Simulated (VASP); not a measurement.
# NaF (Pm-3m) in VASP: single point with LDA

Aim: the single point of NaF with LDA.

Everything below comes from runs of VASP 6.6.1. Logs are shortened: lines on timing, memory, paths and dates and some standing lists are left out, and cuts for length are marked.

## 1. The cell of the first run

It takes space group Pm-3m (No. 221, cubic). Conventional cell: a = 2.927 Å, b = 2.927 Å, c = 2.927 Å, α = 90.00°, β = 90.00°, γ = 90.00°. Na (site symmetry m-3m) has 8 F at 2.54 Å and 6 Na at 2.93 Å within 3.3 Å. Within 3.3 Å of F (site symmetry m-3m) lie 8 Na at 2.54 Å and 6 F at 2.93 Å.

## 2. Single point, LDA

File INCAR:

```
PREC = Accurate ; ENCUT = 520
EDIFF = 1E-6 ; ISMEAR = 0
SIGMA = 0.05 ; LREAL = F
LASPH = T ; NELM = 100
ALGO = Normal ; ISIF = 2
LWAVE = F ; LCHARG = T
LELF = T ; LVHAR = T
NBANDS = 14
```

File KPOINTS:

```
regular mesh
0
Gamma
  4 4 4
```

File POSCAR:

```
NaF
1.0
   -0.9757248584      1.9514497168      1.9514497168
    1.9514497168     -0.9757248584      1.9514497168
    1.9514497168      1.9514497168     -0.9757248584
Na F
1 1
Direct
    0.0000000000      0.0000000000      0.0000000000
    0.5000000000      0.5000000000      0.5000000000
```

Potentials or basis: VASP PAW LDA potentials, release 64 (Na_pv, F).

The run is started by

```sh
$ cat potpaw_LDA.64/Na_pv/POTCAR potpaw_LDA.64/F/POTCAR > POTCAR
$ mpirun -np 1 vasp_std > vasp.out
```

OUTCAR:

```text
PREC = Accurate
   ENCUT = 520
   EDIFF = 1E-6
   ISMEAR = 0
   LREAL = F
   LASPH = T
   NELM = 100
   ISIF = 2

 ion  position               nearest neighbor table
   1  0.000  0.000  0.000-
   2  0.500  0.500  0.500-

  LATTYP: Found a simple cubic cell.
 ALAT       =     2.9271745752

  Lattice vectors:

 A1 = (  -0.9757248584,   1.9514497168,   1.9514497168)
 A2 = (   1.9514497168,  -0.9757248584,   1.9514497168)
 A3 = (   1.9514497168,   1.9514497168,  -0.9757248584)

Analysis of symmetry for initial positions (statically):
=====================================================================
 Subroutine PRICEL returns:
 Original cell was already a primitive cell.

 Routine SETGRP: Setting up the symmetry group for a
 simple cubic supercell.

 Subroutine GETGRP returns: Found 48 space group operations
 (whereof 48 operations were pure point group operations)
 out of a pool of 48 trial point group operations.

The static configuration has the point symmetry O_h .

Analysis of symmetry for dynamics (positions and initial velocities):
=====================================================================
 Subroutine PRICEL returns:
 Original cell was already a primitive cell.

 Routine SETGRP: Setting up the symmetry group for a
 simple cubic supercell.

 Subroutine GETGRP returns: Found 48 space group operations
 (whereof 48 operations were pure point group operations)
 out of a pool of 48 trial point group operations.

The dynamic configuration has the point symmetry O_h .

 Subroutine INISYM returns: Found 48 space group operations
 (whereof 48 operations are pure point group operations),
 and found     1 'primitive' translations

----------------------------------------------------------------------------------------

                                     Primitive cell

  volume of cell :      25.0811

  direct lattice vectors                    reciprocal lattice vectors
    -0.975724858  1.951449717  1.951449717    -0.113875454  0.227750908  0.227750908
     1.951449717 -0.975724858  1.951449717     0.227750908 -0.113875454  0.227750908
     1.951449717  1.951449717 -0.975724858     0.227750908  0.227750908 -0.113875454

  length of vectors
     2.927174575  2.927174575  2.927174575     0.341626362  0.341626362  0.341626362

  position of ions in fractional coordinates (direct lattice)
     0.000000000  0.000000000  0.000000000
     0.500000000  0.500000000  0.500000000

  ion indices of the primitive-cell ions
   primitive index   ion index
                 1           1
                 2           2

----------------------------------------------------------------------------------------

 KPOINTS: regular mesh

Automatic generation of k-mesh.
 Grid dimensions read from file:
 generate k-points for:    4    4    4

 Generating k-lattice:

  Cartesian coordinates                     Fractional coordinates (reciprocal lattice)
    -0.028468863  0.056937727  0.056937727     0.250000000  0.000000000  0.000000000
     0.056937727 -0.028468863  0.056937727     0.000000000  0.250000000  0.000000000
     0.056937727  0.056937727 -0.028468863     0.000000000  0.000000000  0.250000000

  Length of vectors
     0.085406590  0.085406590  0.085406590

  Shift w.r.t. Gamma in fractional coordinates (k-lattice)
     0.000000000  0.000000000  0.000000000

 Subroutine IBZKPT returns following result:
 ===========================================

 Found     10 irreducible k-points:

 Following reciprocal coordinates:
            Coordinates               Weight
  0.000000  0.000000  0.000000      1.000000
  0.250000  0.000000  0.000000      6.000000
  0.500000  0.000000  0.000000      3.000000
  0.250000  0.250000  0.000000     12.000000
  0.500000  0.250000  0.000000     12.000000
  0.500000  0.500000  0.000000      3.000000
  0.250000  0.250000  0.250000      8.000000
  0.500000  0.250000  0.250000     12.000000
  0.500000  0.500000  0.250000      6.000000
  0.500000  0.500000  0.500000      1.000000
   k-points           NKPTS =     10   k-points in BZ     NKDIM =     10   number of bands    NBANDS=     14
   number of dos      NEDOS =    301   number of ions     NIONS =      2
   total plane-waves  NPLWV =  13824
   dimension x,y,z NGX =    24 NGY =   24 NGZ =   24
   dimension x,y,z NGXF=    48 NGYF=   48 NGZF=   48
   ions per type =               1   1
   NGX,Y,Z   is equivalent  to a cutoff of  13.63, 13.63, 13.63 a.u.
   NGXF,Y,Z  is equivalent  to a cutoff of  27.26, 27.26, 27.26 a.u.
 SYSTEM =  unknown system
   PREC   = accura    normal or accurate (medium, high low for compatibility)
   ISTART =      0    job   : 0-new  1-cont  2-samecut
   ICHARG =      2    charge: 1-file 2-atom 10-const
   ISPIN  =      1    spin polarized calculation?
   LNONCOLLINEAR =      F non collinear calculations
   LSORBIT =      F    spin-orbit coupling
   LASPH  =      T    aspherical Exc in radial PAW
   ENCUT  =  520.0 eV  38.22 Ry    6.18 a.u.   5.44  5.44  5.44*2*pi/ulx,y,z
   NELM   =    100;   NELMIN=  2; NELMDL= -5     # of ELM steps
   EDIFF  = 0.1E-05   stopping-criterion for ELM
   LREAL  =      F    real-space projection
   EDIFFG = 0.1E-04   stopping-criterion for IOM
   NSW    =      0    number of steps for IOM
   IBRION =     -1    ionic relax: 0-MD 1-quasi-New 2-CG
   NFREE  =      0    steps in history (QN), initial steepest desc. (CG)
   ISIF   =      2    stress and relaxation
   ISYM   =      2    0-nonsym 1-usesym 2-fastsym
   POTIM  = 0.5000    time-step for ionic-motion
   TEBEG  =    0.0;   TEEND  =   0.0 temperature during run
   PSTRESS=    0.0 pullay stress
   NELECT =      14.0000    total number of electrons
   NUPDOWN=      -1.0000    fix difference up-down
   EMIN   =  10.00;   EMAX   =-10.00  energy-range for DOS
   EFERMI =   0.00;   METHOD = LEGACY
   ISMEAR =     0;   SIGMA  =   0.05  broadening in eV -4-tet -1-fermi 0-gaus
   EFERMI_NEDOS =   21; number of points for ismear=-14 and -15
   IALGO  =     38    algorithm
   IMIX   =      4    mixing-type and parameters
     AMIX     =   0.40;   BMIX     =  1.00
     AMIX_MAG =   1.60;   BMIX_MAG =  1.00
  volume/ion in A,a.u.               =      12.54        84.63
  Fermi-wavevector in a.u.,A,eV,Ry     =   1.347935  2.547227 24.720809  1.816928
  Thomas-Fermi vector in A             =   2.475645
   LORBIT       =      0    0 simple, 1 ext, 2 COOP (PROOUT), +10 PAW based schemes
   GGA     = CA    functional components
   LHFCALC =     F    Hartree Fock is set to
   AEXX    =    0.0000 exact exchange contribution
   IVDW    =     0    specifies the selected vdW correction
   LEPSILON=     F    determine dielectric tensor
   LRPA    =     F    only Hartree local field effects (RPA)
 non-spin polarized calculation
 Gauss-broadening in eV      SIGMA  =   0.05
  energy-cutoff  :      520.00
  volume of cell :       25.08
 maximum number of plane-waves:       691
 NGX is ok and might be reduce to    24
   NGX = 11   NGY = 11   NGZ = 11

 number of electron      13.9999992 magnetization

 Free energy of the ion-electron system (eV)
  ---------------------------------------------------
  ext. energy  EPLUGINS =         0.00000000
  ---------------------------------------------------
  free energy    TOTEN  =        -8.92495979 eV

  energy without entropy =       -8.92495979  energy(sigma->0) =       -8.92495979

 E-fermi :  -1.5217     XC(G=0):  -9.9945

 val. band max:       -1.7716339946   @ k =   0.5000   0.5000   0.0000
 cond. band min:       3.1949086995   @ k =   0.0000   0.0000   0.0000
 fundamental gap:      4.9665426940
 Fermi energy:        -1.5217279806

 k-point     1 :       0.0000    0.0000    0.0000
  band No.  band energies     occupation
      1     -21.9011      2.00000
      2     -21.9011      2.00000
      3     -21.9011      2.00000
      4     -20.9106      2.00000
      5      -2.0665      2.00000
      6      -2.0665      2.00000
      7      -2.0665      2.00000
      8       3.1949      0.00000
      9      12.8928      0.00000
     10      12.8928      0.00000
     11      19.6788      0.00000
     12      19.6788      0.00000
     13      19.6788      0.00000
     14      27.1360      0.00000

 k-point     2 :       0.2500    0.0000    0.0000
  band No.  band energies     occupation
      1     -22.1233      2.00000
      2     -21.8909      2.00000
      3     -21.8909      2.00000
      4     -20.6539      2.00000
      5      -3.2022      2.00000
      6      -2.0071      2.00000
      7      -2.0071      2.00000
      8       4.8568      0.00000
      9      11.4328      0.00000
     10      13.9668      0.00000
     11      19.6491      0.00000
     12      19.6491      0.00000
     13      21.8745      0.00000
     14      22.7986      0.00000

 k-point     3 :       0.5000    0.0000    0.0000
  band No.  band energies     occupation
      1     -22.2952      2.00000
      2     -21.8807      2.00000
      3     -21.8807      2.00000
      4     -20.4421      2.00000
      5      -4.0799      2.00000
      6      -1.9466      2.00000
      7      -1.9466      2.00000
      8       7.6917      0.00000
      9       8.5184      0.00000
     10      16.6113      0.00000
     11      17.9855      0.00000
     12      19.6585      0.00000
     13      19.6585      0.00000
     14      22.1096      0.00000
[... 86 lines left out ...]
 k-point     9 :       0.5000    0.5000    0.2500
  band No.  band energies     occupation
      1     -22.0534      2.00000
      2     -22.0534      2.00000
      3     -21.9504      2.00000
      4     -20.4113      2.00000
      5      -3.2859      2.00000
      6      -3.2859      2.00000
      7      -2.5060      2.00000
      8       9.8970      0.00000
      9      11.4919      0.00000
     10      11.4919      0.00000
     11      14.0340      0.00000
     12      17.2534      0.00000
     13      17.2534      0.00000
     14      21.3761      0.00000

 k-point    10 :       0.5000    0.5000    0.5000
  band No.  band energies     occupation
      1     -22.0358      2.00000
      2     -22.0358      2.00000
      3     -22.0358      2.00000
      4     -20.3204      2.00000
      5      -3.1597      2.00000
      6      -3.1597      2.00000
      7      -3.1597      2.00000
      8      11.1938      0.00000
      9      11.1938      0.00000
     10      11.1938      0.00000
     11      15.7785      0.00000
     12      15.7785      0.00000
     13      15.7785      0.00000
     14      18.6656      0.00000

------------------------ aborting loop because EDIFF is reached ----------------------------------------

  FORCE on cell =-STRESS in cart. coord.  units (eV):
  Direction    XX          YY          ZZ          XY          YZ          ZX
  --------------------------------------------------------------------------------------
  -------------------------------------------------------------------------------------
  Total       -1.3481690     -1.3481690     -1.3481690      0.0000000      0.0000000      0.0000000
  in kB      -86.1209992    -86.1209992    -86.1209992      0.0000000      0.0000000      0.0000000
  external PRESSURE =     -86.1209992 kB  Pullay stress =       0.0000000 kB

 VOLUME and BASIS-vectors are now :
 -----------------------------------------------------------------------------
  energy-cutoff  :      520.00
  volume of cell :       25.08
      direct lattice vectors                 reciprocal lattice vectors
    -0.975724858  1.951449717  1.951449717    -0.113875454  0.227750908  0.227750908
     1.951449717 -0.975724858  1.951449717     0.227750908 -0.113875454  0.227750908
     1.951449717  1.951449717 -0.975724858     0.227750908  0.227750908 -0.113875454

 POSITION                                       TOTAL-FORCE (eV/Angst)
 -----------------------------------------------------------------------------------
      0.00000      0.00000      0.00000         0.000000     -0.000000     -0.000000
      1.46359      1.46359      1.46359        -0.000000      0.000000      0.000000
 -----------------------------------------------------------------------------------
    total drift:                               -0.000000     -0.000000      0.000000

  FREE ENERGIE OF THE ION-ELECTRON SYSTEM (eV)
  ---------------------------------------------------
  free  energy   TOTEN  =        -8.9249597860 eV

  energy  without entropy=       -8.9249597860  energy(sigma->0) =       -8.92495979
```

Run time: 2.5 s. Hardware: 1 thread of Intel Xeon 6975P-C, shared host; peak memory 0.12 GiB.

What came out:

```
Free energy            : -8.9250 eV
Pressure               : -8.6 GPa
Band gap on the k mesh : 4.97 eV, indirect (least direct gap 5.26 eV)
```

Caveat: the k points lie up to 0.54 Å⁻¹ apart. A k mesh can miss the band edges.
